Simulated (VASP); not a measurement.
# La: single point with PBEsol

The system is La.

```
La
1.0
     3.03291    0.00000    0.00000
    -1.51645    2.62658    0.00000
     0.00000    0.00000    5.20020
La
2
Cartesian
  1.5165 0.8755 3.9002
  0.0000 1.7511 1.3001
```

```
Program             : VASP 6.6.1
Task                : single point
Functional          : PBEsol
Potentials or basis : VASP PAW PBE potentials, release 64 (La)
Cutoff              : 520 eV
k mesh              : 8 × 8 × 5
Occupations         : fermi-dirac, width 0.05 eV
Spin                : no spin polarisation
```

- Pressure: 30.4 GPa
- Band gap on the k mesh: zero (bands 11 and 12 overlap by 2.52 eV)

Levels at points of the mesh, in eV from the Fermi level:
| k point | band 8 | band 9 | band 10 | band 11 | band 12 | band 13 | band 14 | band 15 |
| --- | --- | --- | --- | --- | --- | --- | --- | --- |
| (0.00, 0.00, 0.00) | -13.26 | -2.06 | -1.18 | 0.33 | 1.58 | 1.58 | 1.63 | 1.78 |
| (0.50, 0.00, 0.00) | -14.22 | -3.63 | -2.63 | -1.46 | 1.45 | 1.59 | 1.95 | 2.19 |

It took 13 s on 1 thread of Intel(R) Xeon(R) 6975P-C (Granite Rapids), on a shared host, peak memory 0.17 GiB.

Caveat: the cell stands under pressure; the PAW data sets were made with another functional, which shifts forces and pressure a little; spin-orbit coupling is left out, which moves the levels of the heavy elements.
